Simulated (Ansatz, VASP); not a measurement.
# LaNb2O2 in VASP and in Ansatz

```
CELL_PARAMETERS angstrom
3.10974 0.00000 0.00000
0.00000 5.78660 0.00000
0.00000 0.00000 6.58133
ATOMIC_POSITIONS crystal
La 0.50000 0.00000 0.00000
Nb 0.50000 0.81687 0.50000
Nb 0.50000 0.18313 0.50000
O 0.50000 0.50000 0.50000
O 0.00000 0.50000 0.00000
```

Alike in both runs: task relaxation of cell and atoms; functional PBE; k mesh 6 × 4 × 4; occupations gaussian, width 0.1 eV; no spin polarisation.

```csv
,VASP,Ansatz
version,VASP 6.6.1,Ansatz 0.2.0
potentials or method,"VASP PAW PBE potentials, release 64 (La, Nb_sv, O), cutoff 600 eV","scalar-relativistic, plane waves, PAW"
valence electrons in the cell,49,49
```

|  | VASP | Ansatz | Ansatz less VASP |
| --- | --- | --- | --- |
| gap on the k mesh at the Fermi level, each at its own relaxed structure (eV) | none | none | - |
| relaxed volume (Å³/atom) | 23.38 | 23.70 | +0.316 |
| relaxed cell length with the largest relative difference (Å) | 3.115 | 3.146 | +0.0310 |

A gap of «none» marks a metal or a gap that the smearing closes.

Spin-orbit coupling is off throughout.
